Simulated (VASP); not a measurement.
# Au (I4/mmm) in VASP: notebook

Au is run at these levels: PBEsol; tasks: single point.

All numbers are computed with VASP 6.6.1; they aren't measurements. Logs are shortened: lines on timing, memory, paths and dates and some standing lists are left out, and cuts for length are marked.

## (1) The cell of the first run

The structure is tetragonal, space group I4/mmm (No. 139). Conventional cell: a = 3.182 Å, b = 3.182 Å, c = 3.580 Å, α = 90.00°, β = 90.00°, γ = 90.00°. Au (site symmetry 4/mmm) has 14 Au at 2.88 to 3.58 Å within 3.8 Å.

## (2) Single point, PBEsol (strain -0.040 along x and y, +0.080 along z)

INCAR

```
SYSTEM = Au
PREC     = Accurate       ! precision mode
ENCUT    = 520            ! plane-wave cutoff, eV
EDIFF    = 1E-6           ! SCF threshold, eV
ISMEAR   = 0              ! smearing method
SIGMA    = 0.15           ! smearing width, eV
LREAL    = .FALSE.        ! projectors in reciprocal space
LASPH    = .TRUE.         ! aspherical terms in the spheres
NELM     = 100            ! most SCF steps
ALGO     = Normal         ! electronic algorithm
ISIF     = 2              ! what is computed and relaxed
LWAVE    = .FALSE.        ! write WAVECAR
LCHARG   = .FALSE.        ! write CHGCAR
GGA      = PS             ! functional
NBANDS   = 12             ! bands
```

KPOINTS

```
regular mesh
0
G
  20 20 20
  0 0 0
```

POSCAR

```
Au
1.0
   -1.5909782400      1.5909782400      1.7898505200
    1.5909782400     -1.5909782400      1.7898505200
    1.5909782400      1.5909782400     -1.7898505200
Au
1
Direct
    0.0000000000      0.0000000000      0.0000000000
```

Potentials or basis: VASP PAW PBE potentials, release 64 (Au).

Launch:

```
> cat potpaw_PBE.64/Au/POTCAR > POTCAR
> mpirun -np 1 vasp_std > vasp.out
```

OUTCAR:

```text
SYSTEM = Au
   PREC = Accurate
   ENCUT = 520
   EDIFF = 1E-6
   ISMEAR = 0
   LREAL = .FALSE.
   LASPH = .TRUE.
   NELM = 100
   ISIF = 2
   GGA = PS

 ion  position               nearest neighbor table
   1  0.000  0.000  0.000-

  LATTYP: Found a body centered tetragonal cell.
 ALAT       =     3.1819564800
 C/A-ratio  =     1.1250000000

  Lattice vectors:

 A1 = (  -1.5909782400,   1.5909782400,   1.7898505200)
 A2 = (   1.5909782400,  -1.5909782400,   1.7898505200)
 A3 = (   1.5909782400,   1.5909782400,  -1.7898505200)

Analysis of symmetry for initial positions (statically):
=====================================================================
 Subroutine PRICEL returns:
 Original cell was already a primitive cell.

 Routine SETGRP: Setting up the symmetry group for a
 body centered tetragonal supercell.

 Subroutine GETGRP returns: Found 16 space group operations
 (whereof 16 operations were pure point group operations)
 out of a pool of 16 trial point group operations.

The static configuration has the point symmetry D_4h.

Analysis of symmetry for dynamics (positions and initial velocities):
=====================================================================
 Subroutine PRICEL returns:
 Original cell was already a primitive cell.

 Routine SETGRP: Setting up the symmetry group for a
 body centered tetragonal supercell.

 Subroutine GETGRP returns: Found 16 space group operations
 (whereof 16 operations were pure point group operations)
 out of a pool of 16 trial point group operations.

The dynamic configuration has the point symmetry D_4h.

 Subroutine INISYM returns: Found 16 space group operations
 (whereof 16 operations are pure point group operations),
 and found     1 'primitive' translations

----------------------------------------------------------------------------------------

                                     Primitive cell

  volume of cell :      18.1220

  direct lattice vectors                    reciprocal lattice vectors
    -1.590978240  1.590978240  1.789850520     0.000000000  0.314272054  0.279352937
     1.590978240 -1.590978240  1.789850520     0.314272054  0.000000000  0.279352937
     1.590978240  1.590978240 -1.789850520     0.314272054  0.314272054  0.000000000

  length of vectors
     2.875063200  2.875063200  2.875063200     0.420481852  0.420481852  0.444447802

  position of ions in fractional coordinates (direct lattice)
     0.000000000  0.000000000  0.000000000

  ion indices of the primitive-cell ions
   primitive index   ion index
[... 82 lines left out ...]
   TEBEG  =    0.0;   TEEND  =   0.0 temperature during run
   PSTRESS=    0.0 pullay stress
   NELECT =      11.0000    total number of electrons
   NUPDOWN=      -1.0000    fix difference up-down
   EMIN   =  10.00;   EMAX   =-10.00  energy-range for DOS
   EFERMI =   0.00;   METHOD = LEGACY
   ISMEAR =     0;   SIGMA  =   0.15  broadening in eV -4-tet -1-fermi 0-gaus
   EFERMI_NEDOS =   21; number of points for ismear=-14 and -15
   IALGO  =     38    algorithm
   IMIX   =      4    mixing-type and parameters
     AMIX     =   0.40;   BMIX     =  1.00
     AMIX_MAG =   1.60;   BMIX_MAG =  1.00
  volume/ion in A,a.u.               =      18.12       122.29
  Fermi-wavevector in a.u.,A,eV,Ry     =   1.386130  2.619406 26.141643  1.921357
  Thomas-Fermi vector in A             =   2.510475
   LORBIT       =      0    0 simple, 1 ext, 2 COOP (PROOUT), +10 PAW based schemes
   GGA     = PS    functional components
   LHFCALC =     F    Hartree Fock is set to
   AEXX    =    0.0000 exact exchange contribution
   IVDW    =     0    specifies the selected vdW correction
   LEPSILON=     F    determine dielectric tensor
   LRPA    =     F    only Hartree local field effects (RPA)
 non-spin polarized calculation
 Gauss-broadening in eV      SIGMA  =   0.15
  energy-cutoff  :      520.00
  volume of cell :       18.12
 maximum number of plane-waves:       502
 NGX is ok and might be reduce to    24
   NGX = 11   NGY = 11   NGZ = 11

 number of electron      11.0000000 magnetization

 Free energy of the ion-electron system (eV)
  ---------------------------------------------------
  ext. energy  EPLUGINS =         0.00000000
  ---------------------------------------------------
  free energy    TOTEN  =        -3.87573234 eV

  energy without entropy =       -3.87202081  energy(sigma->0) =       -3.87387657

 E-fermi :   8.3256     XC(G=0): -12.5247

 val. band max:        8.3216503929   @ k =   0.5000   0.5000  -0.0000
 cond. band min:       8.3386998423   @ k =  -0.1500  -0.4500   0.1500
 fundamental gap:      0.0170494494
 Fermi energy:         8.3256047484

 k-point     1 :       0.0000    0.0000    0.0000
  band No.  band energies     occupation
      1      -0.9917      2.00000
      2       3.6205      2.00000
      3       3.6205      2.00000
      4       4.2553      2.00000
      5       5.0570      2.00000
      6       5.7658      2.00000
      7      23.6647      0.00000
      8      25.3804      0.00000
      9      25.3804      0.00000
     10      29.3304      0.00000
     11      32.0468      0.00000
     12      32.9240      0.00000
[... 331 lines left out ...]
 k-point    24 :      -0.3500    0.0500   -0.0000
  band No.  band energies     occupation
      1       1.4195      2.00000
      2       3.2909      2.00000
      3       4.4048      2.00000
      4       4.9498      2.00000
      5       5.7584      2.00000
      6       5.9848      2.00000
      7      16.2871      0.00000
      8      22.2999      0.00000
      9      24.5004      0.00000
     10      28.2769      0.00000
     11      29.5831      0.00000
     12      29.9601      0.00000

 [... further k-points ...]

------------------------ aborting loop because EDIFF is reached ----------------------------------------

  FORCE on cell =-STRESS in cart. coord.  units (eV):
  Direction    XX          YY          ZZ          XY          YZ          ZX
  --------------------------------------------------------------------------------------
  -------------------------------------------------------------------------------------
  Total       -1.0559267     -1.0559267     -0.9601554      0.0000000      0.0000000      0.0000000
  in kB      -93.3553265    -93.3553265    -84.8881158      0.0000000      0.0000000      0.0000000
  external PRESSURE =     -90.5329229 kB  Pullay stress =       0.0000000 kB

 VOLUME and BASIS-vectors are now :
 -----------------------------------------------------------------------------
  energy-cutoff  :      520.00
  volume of cell :       18.12
      direct lattice vectors                 reciprocal lattice vectors
    -1.590978240  1.590978240  1.789850520     0.000000000  0.314272054  0.279352937
     1.590978240 -1.590978240  1.789850520     0.314272054  0.000000000  0.279352937
     1.590978240  1.590978240 -1.789850520     0.314272054  0.314272054  0.000000000

 POSITION                                       TOTAL-FORCE (eV/Angst)
 -----------------------------------------------------------------------------------
      0.00000      0.00000      0.00000         0.000000      0.000000      0.000000
 -----------------------------------------------------------------------------------
    total drift:                               -0.000000      0.000000      0.000000

  FREE ENERGIE OF THE ION-ELECTRON SYSTEM (eV)
  ---------------------------------------------------
  free  energy   TOTEN  =        -3.8757323372 eV

  energy  without entropy=       -3.8720208082  energy(sigma->0) =       -3.87387657
```

It took 61 s on 1 thread of Intel Xeon Platinum 8259CL at 2.50GHz (Skylake/Cascade Lake), shared host; peak memory 0.25 GiB.

What came out:

| Item | Value |
| --- | --- |
| Free energy | -3.8757 eV |
| Pressure | -9.1 GPa |

Levels at points of the mesh, in eV from the Fermi level:
```tsv
k point	band 4	band 5	band 6	band 7	band 8	band 9
(0.00, 0.00, 0.00)	-4.07	-3.27	-2.56	15.34	17.05	17.05
(0.50, 0.00, 0.00)	-2.48	-1.53	-0.65	2.92	12.88	14.35
(0.50, 0.50, 0.00)	-2.35	-1.36	0.00	3.80	11.23	11.83
(0.50, 0.50, 0.50)	-1.69	-1.69	4.12	7.29	7.29	8.33
```

Caveat: the cell differs from its parent crystal (strain -0.040 along x and y, +0.080 along z); the PAW data sets were made with another functional, which shifts forces and pressure a little; spin-orbit coupling is left out, which moves the levels of the heavy elements.

## (3) Single point, PBEsol (strain +0.040 along x and y, -0.080 along z)

INCAR

```
ALGO = Normal ; EDIFF = 1E-7
ENCUT = 520 ; GGA = PS
ISIF = 2 ; ISMEAR = 0
LASPH = T ; LCHARG = F
LREAL = F ; LWAVE = F
NBANDS = 12 ; NELM = 100
PREC = Accurate ; SIGMA = 0.15
```

KPOINTS

```
k-points
0
Gamma
  20 20 20
```

POSCAR

```
Au
1.0
   -1.7235597600      1.7235597600      1.5246874800
    1.7235597600     -1.7235597600      1.5246874800
    1.7235597600      1.7235597600     -1.5246874800
Au
1
Direct
    0.0000000000      0.0000000000      0.0000000000
```

Potentials or basis: VASP PAW PBE potentials, release 64 (Au).

Launch:

```
> cat potpaw_PBE.64/Au/POTCAR > POTCAR
> mpirun -np 1 vasp_std > vasp.out
```

Run time: 61 s. Hardware: 1 thread of Intel Xeon Platinum 8259CL at 2.50GHz (Skylake/Cascade Lake), shared host; peak memory 0.25 GiB.

The run converged. Its results:

```yaml
Free_energy: -3.8777 eV
Pressure: -8.8 GPa
```

Stress tensor (GPa, compression positive):
```
-8.48  0.00  0.00
 0.00 -8.48  0.00
 0.00  0.00 -9.46
```

Levels at points of the mesh, in eV from the Fermi level:
```tsv
k point	band 4	band 5	band 6	band 7	band 8	band 9
(0.00, 0.00, 0.00)	-4.23	-3.40	-2.45	15.64	15.64	18.11
(0.50, 0.00, 0.00)	-2.13	-1.46	-0.19	3.58	11.75	12.59
(0.50, 0.50, 0.00)	-2.87	-1.53	-0.89	2.55	13.54	15.40
(0.50, 0.50, 0.50)	-1.83	-1.60	5.05	5.05	8.45	8.63
```

Caveat: the cell differs from its parent crystal (strain +0.040 along x and y, -0.080 along z); the PAW data sets were made with another functional, which shifts forces and pressure a little; spin-orbit coupling is left out, which moves the levels of the heavy elements.
